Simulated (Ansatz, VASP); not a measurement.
## BeS: VASP beside Ansatz

File POSCAR:

```
BeS
1.0
    0.0000000000      2.3172971969      2.3172971969
    2.3172971969      0.0000000000      2.3172971969
    2.3172971969      2.3172971969      0.0000000000
Be S
1 1
Direct
    0.0000000000      0.0000000000      0.0000000000
    0.5000000000      0.5000000000      0.5000000000
```

The input INCAR.step1:

```
SYSTEM = BeS
  ALGO = Normal
  EDIFF = 1E-5
  ENCUT = 520
  GGA = PE
  ISIF = 2
  ISMEAR = 0
  LASPH = .True.
  LCHARG = .False.
  LREAL = .False.
  LWAVE = .True.
  NBANDS = 11
  NELM = 60
  PREC = Accurate
  SIGMA = 0.01
```

INCAR.step2

```
SYSTEM = BeS
  ALGO = Normal
  EDIFF = 1E-6
  ENCUT = 520
  GGA = PE
  HFSCREEN = 0.2079
  ISIF = 2
  ISMEAR = 0
  ISTART = 1
  LASPH = .True.
  LCHARG = .False.
  LHFCALC = .True.
  LREAL = .False.
  LWAVE = .False.
  NBANDS = 11
  NELM = 60
  PREC = Accurate
  PRECFOCK = Normal
  SIGMA = 0.01
```

Contents of KPOINTS:

```
k-points
0
Gamma
  4 4 4
  0 0 0
```

Input for Ansatz:

```yaml
crystal:
  lattice:
    - [0.0, 2.3172971969, 2.3172971969]
    - [2.3172971969, 0.0, 2.3172971969]
    - [2.3172971969, 2.3172971969, 0.0]
  atoms:
    - { symbol: Be, position: [0.0, 0.0, 0.0] }
    - { symbol: S, position: [0.5, 0.5, 0.5] }
kpoints:
  mp_grid: { grid: [4, 4, 4] }
hamiltonian:
  xc: hse06
scf:
  occupations: { method: fixed }
  n_extra_bands: 4
  exx: { singularity: none }
output:
  forces: true
  stress: true
  eigenvalues: true
```

Alike in both runs: task single point; functional HSE06; k mesh 4 × 4 × 4; no spin polarisation.

|  | VASP | Ansatz |
| --- | --- | --- |
| version | VASP 6.6.1 | Ansatz 0.2.0 |
| potentials or method | VASP PAW PBE potentials, release 64 (Be, S) | plane waves |
| plane-wave cutoff (eV) | 520 | 420 |
| occupations | gaussian, width 0.01 eV | fixed |
| valence electrons in the cell | 8 | 8 |

|  | VASP | Ansatz | Ansatz less VASP |
| --- | --- | --- | --- |
| gap on the k mesh at the Fermi level (eV) | 2.07 | 2.08 | +0.012 |
| pressure (GPa) | -0.7 | -0.6 | +0.16 |

Ansatz's warnings: stress exchange threshold loose, stress scf threshold loose.

The k mesh is coarse, so the values compare programs but aren't converged.
